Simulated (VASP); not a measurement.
Write the native input for VASP 6.6.1 that does the following.

- Task: electric field gradients
- Functional: PBE
- Potentials or basis: VASP PAW PBE potentials, release 64 (Ag, Cl)
- Cutoff: 520 eV
- k mesh: 9 × 9 × 9
- Occupations: fermi-dirac, width 0.01 eV
- Spin: no spin polarisation
- Dipole correction: no
- Further INCAR settings: ALGO = Normal; EDIFF = 1e-08; NBANDS = 16

The structure of AgCl lies in POSCAR:

```
AgCl
1.0
    3.4339730000     -0.0171698650     -0.0171698650
   -0.0171698650      3.4339730000     -0.0171698650
   -0.0171698650     -0.0171698650      3.4339730000
Ag Cl
1 1
Direct
    0.0000000000      0.0000000000      0.0000000000
    0.5000000000      0.5000000000      0.5000000000
```

This cell differs from its parent crystal: equal xy, yz and zx shear strains of -1 %.

One way to write it, as run:

INCAR

```
PREC = Accurate
ENCUT = 520
EDIFF = 1E-8
ISMEAR = -1
SIGMA = 0.01
LREAL = False
LASPH = True
NELM = 100
ALGO = Normal
ISIF = 2
LWAVE = False
LCHARG = False
GGA = PE
LEFG = True
NBANDS = 16
```

KPOINTS

```
Automatic mesh
0
Gamma
  9 9 9
```

Potentials or basis: VASP PAW PBE potentials, release 64 (Ag, Cl).

Command:

```bash
$ cat potpaw_PBE.64/Ag/POTCAR potpaw_PBE.64/Cl/POTCAR > POTCAR
$ mpirun -np 1 vasp_std > vasp.out
```

Results of the run:

```
Pressure                                : -0.2 GPa
Band gap on the k mesh                  : 0.58 eV (least direct gap 2.06 eV)
Largest electric field gradient by atom : Ag -4.4; Cl +7.0 V/Å²
```

Caveat: the cell differs from its parent crystal (equal xy, yz and zx shear strains of -1 %); semilocal functionals underestimate gaps, and a narrow one can read as zero; without QUAD_EFG the Cq values of the log hold for a quadrupole moment of 1 mb, not for the nuclei.

It took 37 s on 1 thread of Intel(R) Xeon(R) Platinum 8488C (Sapphire Rapids) (shared host), peak memory 0.18 GiB.
